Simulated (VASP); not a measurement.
# Zn4HO4 (a cell with a defect) in VASP: single point with PBE

Aim: the single point of Zn4HO4 (a cell with a defect) with PBE.

Everything below comes from runs of VASP 6.6.1. Logs are shortened: lines on timing, memory, paths and dates and some standing lists are left out, and cuts for length are marked.

**1. The cell of the first run**

The cell holds a defect, 9 atoms: a = 5.610 Å, b = 5.610 Å, c = 3.279 Å, α = 90.00°, β = 90.00°, γ = 90.00°.

**2. Single point, PBE**

Input file INCAR:

```
ALGO     = Normal         # electronic algorithm
EDIFF    = 1E-7           # SCF threshold, eV
ENCUT    = 520            # plane-wave cutoff, eV
GGA      = PE             # functional
ISIF     = 2              # what is computed and relaxed
ISMEAR   = 0              # smearing method
LASPH    = True           # aspherical terms in the spheres
LCHARG   = False          # write CHGCAR
LREAL    = False          # projectors in reciprocal space
LWAVE    = False          # write WAVECAR
NBANDS   = 46             # bands
NELM     = 80             # most SCF steps
PREC     = Accurate       # precision mode
SIGMA    = 0.05           # smearing width, eV
```

Input file KPOINTS:

```
k-points
0
Gamma
  4 4 8
```

Input file POSCAR:

```
Zn4HO4
1.0
    5.6098780345      0.0000000000      0.0000000000
    0.0000000000      5.6098780345      0.0000000000
    0.0000000000      0.0000000000      3.2790255992
Zn O H
4 4 1
Direct
    0.2088771221      0.1539930344      0.5000000000
    0.7911883128      0.8334877083      0.5000000000
    0.7209767924      0.3461849450      0.0000000000
    0.2789709894      0.6413305157      0.0000000000
    0.8403493587      0.1853872161      0.5000000000
    0.1595772067      0.8021151657      0.5000000000
    0.6365663923      0.7031576220      0.0000000000
    0.3633681228      0.2842673766      0.0000000000
    1.0000433252      0.4934501600      0.0000000000
```

Potentials or basis: VASP PAW PBE potentials, release 64 (Zn, O, H).

Launch:

```bash
$ cat potpaw_PBE.64/Zn/POTCAR potpaw_PBE.64/O/POTCAR potpaw_PBE.64/H/POTCAR > POTCAR
$ mpirun -np 1 vasp_std > vasp.out
```

OUTCAR:

```text
EDIFF = 1E-7
   ENCUT = 520
   GGA = PE
   ISIF = 2
   ISMEAR = 0
   LASPH = True
   LREAL = False
   NELM = 80
   PREC = Accurate

 ion  position               nearest neighbor table
   1  0.209  0.154  0.500-   6 1.99   8 1.99   8 1.99   5 2.07   2 2.95
   2  0.791  0.833  0.500-   5 1.99   7 1.99   7 1.99   6 2.07   1 2.95
   3  0.721  0.346  0.000-   9 1.77   5 1.99   5 1.99   8 2.04   7 2.06   4 2.98
   4  0.279  0.641  0.000-   9 1.77   6 1.99   6 1.99   7 2.04   8 2.06   3 2.98
   5  0.840  0.185  0.500-   3 1.99   3 1.99   2 1.99   1 2.07
   6  0.160  0.802  0.500-   4 1.99   4 1.99   1 1.99   2 2.07
   7  0.637  0.703  0.000-   2 1.99   2 1.99   4 2.04   3 2.06
   8  0.363  0.284  0.000-   1 1.99   1 1.99   3 2.04   4 2.06
   9  0.000  0.493  0.000-   3 1.77   4 1.77

  LATTYP: Found a simple tetragonal cell.
 ALAT       =     5.6098780345
 C/A-ratio  =     0.5845092494

  Lattice vectors:

 A1 = (   5.6098780345,   0.0000000000,   0.0000000000)
 A2 = (   0.0000000000,   5.6098780345,   0.0000000000)
 A3 = (   0.0000000000,   0.0000000000,   3.2790255992)

Analysis of symmetry for initial positions (statically):
=====================================================================
 Subroutine PRICEL returns:
 Original cell was already a primitive cell.

 Routine SETGRP: Setting up the symmetry group for a
 simple tetragonal supercell.

 Subroutine GETGRP returns: Found  2 space group operations
 (whereof  2 operations were pure point group operations)
 out of a pool of 16 trial point group operations.

The static configuration has the point symmetry C_1h.

Analysis of symmetry for dynamics (positions and initial velocities):
=====================================================================
 Subroutine PRICEL returns:
 Original cell was already a primitive cell.

 Routine SETGRP: Setting up the symmetry group for a
 simple tetragonal supercell.

 Subroutine GETGRP returns: Found  2 space group operations
 (whereof  2 operations were pure point group operations)
 out of a pool of 16 trial point group operations.

The dynamic configuration has the point symmetry C_1h.

 Subroutine INISYM returns: Found  2 space group operations
 (whereof  2 operations are pure point group operations),
 and found     1 'primitive' translations

----------------------------------------------------------------------------------------

                                     Primitive cell

  volume of cell :     103.1933

  direct lattice vectors                    reciprocal lattice vectors
     5.609878035  0.000000000  0.000000000     0.178256995  0.000000000  0.000000000
     0.000000000  5.609878035  0.000000000     0.000000000  0.178256995  0.000000000
     0.000000000  0.000000000  3.279025599     0.000000000  0.000000000  0.304968647

  length of vectors
     5.609878035  5.609878035  3.279025599     0.178256995  0.178256995  0.304968647

  position of ions in fractional coordinates (direct lattice)
     0.208877122  0.153993034  0.500000000
     0.791188313  0.833487708  0.500000000
     0.720976792  0.346184945  0.000000000
     0.278970989  0.641330516  0.000000000
     0.840349359  0.185387216  0.500000000
     0.159577207  0.802115166  0.500000000
     0.636566392  0.703157622  0.000000000
     0.363368123  0.284267377  0.000000000
     0.000043325  0.493450160  0.000000000

  ion indices of the primitive-cell ions
   primitive index   ion index
                 1           1
                 2           2
                 3           3
                 4           4
                 5           5
                 6           6
                 7           7
                 8           8
                 9           9

----------------------------------------------------------------------------------------

 KPOINTS: k-points

Automatic generation of k-mesh.
 Grid dimensions read from file:
 generate k-points for:    4    4    8

 Generating k-lattice:

  Cartesian coordinates                     Fractional coordinates (reciprocal lattice)
     0.044564249  0.000000000  0.000000000     0.250000000  0.000000000  0.000000000
     0.000000000  0.044564249  0.000000000     0.000000000  0.250000000  0.000000000
     0.000000000  0.000000000  0.038121081     0.000000000  0.000000000  0.125000000

  Length of vectors
     0.044564249  0.044564249  0.038121081

  Shift w.r.t. Gamma in fractional coordinates (k-lattice)
     0.000000000  0.000000000  0.000000000

 Subroutine IBZKPT returns following result:
 ===========================================

 Found     50 irreducible k-points:

 Following reciprocal coordinates:
            Coordinates               Weight
  0.000000  0.000000  0.000000      1.000000
  0.250000  0.000000  0.000000      2.000000
  0.000000  0.250000  0.000000      2.000000
  0.500000  0.000000  0.000000      1.000000
  0.000000  0.500000  0.000000      1.000000
  0.250000  0.250000  0.000000      2.000000
[... 16 lines left out ...]
  0.000000  0.250000  0.250000      4.000000
  0.500000  0.000000  0.250000      2.000000
 [... further k-points ...]
   k-points           NKPTS =     50   k-points in BZ     NKDIM =     50   number of bands    NBANDS=     46
   number of dos      NEDOS =    301   number of ions     NIONS =      9
   total plane-waves  NPLWV =  42336
   dimension x,y,z NGX =    42 NGY =   42 NGZ =   24
   dimension x,y,z NGXF=    84 NGYF=   84 NGZF=   48
   ions per type =               4   4   1
   NGX,Y,Z   is equivalent  to a cutoff of  12.45, 12.45, 12.17 a.u.
   NGXF,Y,Z  is equivalent  to a cutoff of  24.89, 24.89, 24.34 a.u.
 SYSTEM =  unknown system
   PREC   = accura    normal or accurate (medium, high low for compatibility)
   ISTART =      0    job   : 0-new  1-cont  2-samecut
   ICHARG =      2    charge: 1-file 2-atom 10-const
   ISPIN  =      1    spin polarized calculation?
   LNONCOLLINEAR =      F non collinear calculations
   LSORBIT =      F    spin-orbit coupling
   LASPH  =      T    aspherical Exc in radial PAW
   ENCUT  =  520.0 eV  38.22 Ry    6.18 a.u.  10.43 10.43  6.10*2*pi/ulx,y,z
   NELM   =     80;   NELMIN=  2; NELMDL= -5     # of ELM steps
   EDIFF  = 0.1E-06   stopping-criterion for ELM
   LREAL  =      F    real-space projection
   EDIFFG = 0.1E-05   stopping-criterion for IOM
   NSW    =      0    number of steps for IOM
   IBRION =     -1    ionic relax: 0-MD 1-quasi-New 2-CG
   NFREE  =      0    steps in history (QN), initial steepest desc. (CG)
   ISIF   =      2    stress and relaxation
   ISYM   =      2    0-nonsym 1-usesym 2-fastsym
   POTIM  = 0.5000    time-step for ionic-motion
   TEBEG  =    0.0;   TEEND  =   0.0 temperature during run
   PSTRESS=    0.0 pullay stress
   NELECT =      73.0000    total number of electrons
   NUPDOWN=      -1.0000    fix difference up-down
   EMIN   =  10.00;   EMAX   =-10.00  energy-range for DOS
   EFERMI =   0.00;   METHOD = LEGACY
   ISMEAR =     0;   SIGMA  =   0.05  broadening in eV -4-tet -1-fermi 0-gaus
   EFERMI_NEDOS =   21; number of points for ismear=-14 and -15
   IALGO  =     38    algorithm
   IMIX   =      4    mixing-type and parameters
     AMIX     =   0.40;   BMIX     =  1.00
     AMIX_MAG =   1.60;   BMIX_MAG =  1.00
  volume/ion in A,a.u.               =      11.47        77.38
  Fermi-wavevector in a.u.,A,eV,Ry     =   1.458697  2.756539 28.950454  2.127798
  Thomas-Fermi vector in A             =   2.575352
   LORBIT       =      0    0 simple, 1 ext, 2 COOP (PROOUT), +10 PAW based schemes
   GGA     = PE    functional components
   LHFCALC =     F    Hartree Fock is set to
   AEXX    =    0.0000 exact exchange contribution
   IVDW    =     0    specifies the selected vdW correction
   LEPSILON=     F    determine dielectric tensor
   LRPA    =     F    only Hartree local field effects (RPA)
 non-spin polarized calculation
 Gauss-broadening in eV      SIGMA  =   0.05
  energy-cutoff  :      520.00
  volume of cell :      103.19
 maximum number of plane-waves:      2804
 NGX is ok and might be reduce to    42
   NGX = 21   NGY = 21   NGZ = 13

 number of electron      72.9999967 magnetization

 Free energy of the ion-electron system (eV)
  ---------------------------------------------------
  ext. energy  EPLUGINS =         0.00000000
  ---------------------------------------------------
  free energy    TOTEN  =       -36.78777023 eV

  energy without entropy =      -36.78496205  energy(sigma->0) =      -36.78636614

 E-fermi :   1.3408     XC(G=0): -10.6610

 val. band max:        1.3283104638   @ k =  -0.2500   0.2500   0.1250
 cond. band min:       1.3526811733   @ k =  -0.2500   0.5000   0.1250
 fundamental gap:      0.0243707096
 Fermi energy:         1.3407638340

 k-point     1 :       0.0000    0.0000    0.0000
  band No.  band energies     occupation
      1     -17.0471      2.00000
      2     -16.3747      2.00000
      3     -16.3088      2.00000
      4     -16.2719      2.00000
      5      -5.3868      2.00000
      6      -5.2261      2.00000
[... 38 lines left out ...]
     45      11.3129      0.00000
     46      12.7934      0.00000

 k-point     2 :       0.2500    0.0000    0.0000
  band No.  band energies     occupation
      1     -16.9665      2.00000
      2     -16.4926      2.00000
      3     -16.3390      2.00000
      4     -16.2087      2.00000
      5      -5.6602      2.00000
      6      -5.3552      2.00000
[... 38 lines left out ...]
     45      11.3563      0.00000
     46      11.5328      0.00000

 k-point     3 :       0.0000    0.2500    0.0000
  band No.  band energies     occupation
      1     -16.9670      2.00000
      2     -16.5210      2.00000
      3     -16.2808      2.00000
      4     -16.2382      2.00000
      5      -5.4150      2.00000
      6      -5.2667      2.00000
[... 38 lines left out ...]
     45      11.6672      0.00000
     46      12.4194      0.00000

 k-point     4 :       0.5000    0.0000    0.0000
  band No.  band energies     occupation
      1     -16.7972      2.00000
      2     -16.7021      2.00000
      3     -16.3057      2.00000
      4     -16.2059      2.00000
      5      -5.8808      2.00000
      6      -5.3823      2.00000
[... 920 lines left out ...]
     45      10.1420      0.00000
     46      10.5715      0.00000

 k-point    23 :       0.0000    0.2500    0.2500
  band No.  band energies     occupation
      1     -16.7737      2.00000
      2     -16.4227      2.00000
      3     -16.2295      2.00000
      4     -16.1690      2.00000
      5      -5.2983      2.00000
      6      -5.1605      2.00000
[... 38 lines left out ...]
     45      10.6341      0.00000
     46      10.9256      0.00000

 k-point    24 :       0.5000    0.0000    0.2500
  band No.  band energies     occupation
      1     -16.6526      2.00000
      2     -16.5583      2.00000
      3     -16.2357      2.00000
      4     -16.1430      2.00000
      5      -5.7771      2.00000
      6      -5.2132      2.00000
[... 38 lines left out ...]
     45       9.9750      0.00000
     46      10.6849      0.00000

 [... further k-points ...]
[... 5 lines left out ...]
  --------------------------------------------------------------------------------------
  -------------------------------------------------------------------------------------
  Total       -1.4297577      2.0063221      0.8071596     -0.7566117      0.0000000      0.0000000
  in kB      -22.1983845     31.1501106     12.5319417    -11.7471362      0.0000000      0.0000000
  external PRESSURE =       7.1612226 kB  Pullay stress =       0.0000000 kB

 VOLUME and BASIS-vectors are now :
 -----------------------------------------------------------------------------
  energy-cutoff  :      520.00
  volume of cell :      103.19
      direct lattice vectors                 reciprocal lattice vectors
     5.609878035  0.000000000  0.000000000     0.178256995  0.000000000  0.000000000
     0.000000000  5.609878035  0.000000000     0.000000000  0.178256995  0.000000000
     0.000000000  0.000000000  3.279025599     0.000000000  0.000000000  0.304968647

 POSITION                                       TOTAL-FORCE (eV/Angst)
 -----------------------------------------------------------------------------------
      1.17178      0.86388      1.63951        -0.008744      0.028665      0.000000
      4.43847      4.67576      1.63951         0.003277     -0.030155      0.000000
      4.04459      1.94206      0.00000         0.018798      0.007122      0.000000
      1.56499      3.59779      0.00000        -0.019350     -0.008709      0.000000
      4.71426      1.04000      1.63951         0.015285      0.020604      0.000000
      0.89521      4.49977      1.63951        -0.013935     -0.022751      0.000000
      3.57106      3.94463      0.00000        -0.008437     -0.004556      0.000000
      2.03845      1.59471      0.00000         0.012176      0.007616      0.000000
      0.00024      2.76820      0.00000         0.000931      0.002163      0.000000
 -----------------------------------------------------------------------------------
    total drift:                                0.000132      0.000366     -0.000009

  FREE ENERGIE OF THE ION-ELECTRON SYSTEM (eV)
  ---------------------------------------------------
  free  energy   TOTEN  =       -36.7877702308 eV

  energy  without entropy=      -36.7849620514  energy(sigma->0) =      -36.78636614
```

Wall time 2.7 min (1 thread of Intel Xeon 6975P-C (Granite Rapids), shared host); peak memory 0.3 GiB.

Results:

```
Free energy            : -36.7878 eV
Pressure               : 0.7 GPa
Largest force          : 0.030 eV/Å
Band gap on the k mesh : zero (an odd number of electrons rules out a gap without spin polarisation)
```

Forces in eV/Å, atoms in the order of the input:
```
Zn  -0.009  0.029  0.000
Zn   0.003 -0.030  0.000
Zn   0.019  0.007  0.000
Zn  -0.019 -0.009  0.000
O    0.015  0.021  0.000
O   -0.014 -0.023  0.000
O   -0.008 -0.005  0.000
O    0.012  0.008  0.000
H    0.001  0.002  0.000
```

Stress tensor (GPa, compression positive):
```
-2.22 -1.17  0.00
-1.17  3.12  0.00
 0.00  0.00  1.25
```

Caveat: an odd number of electrons without spin polarisation forces a metal; a magnetic or distorted state may lie lower.
